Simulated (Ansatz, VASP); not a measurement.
# Two plane-wave programs on Bi

```
Bi
1.0
     3.45923    0.00000    0.00000
    -1.72961    2.99578    0.00000
     0.00000    0.00000    5.66991
Bi
2
Cartesian
  0.0000 1.9972 1.4175
  1.7296 0.9986 4.2524
```

Alike in both runs: functional LDA; k mesh 10 × 10 × 6; occupations fermi-dirac, width 0.1 eV; no spin polarisation.

Ansatz relaxed the structure, and its values are those at the end. VASP's run is a single point on that final structure, the one shown.

|  | VASP | Ansatz |
| --- | --- | --- |
| version | VASP 6.6.1 | Ansatz 0.2.0 |
| potentials or method | VASP PAW LDA potentials, release 64 (Bi_d), cutoff 520 eV | plane waves (420 eV) with PAW, scalar-relativistic |
| valence electrons in the cell | 30 | 30 |

```tsv
	VASP	Ansatz	Ansatz less VASP
pressure (GPa)	0.1	0.0	-0.09
```

Ansatz warns that its potentials were made for another functional, while VASP's fit it. LDA's correlation is that of Perdew and Zunger in VASP and of Perdew and Wang (1992) in Ansatz.

Spin-orbit coupling is off throughout.
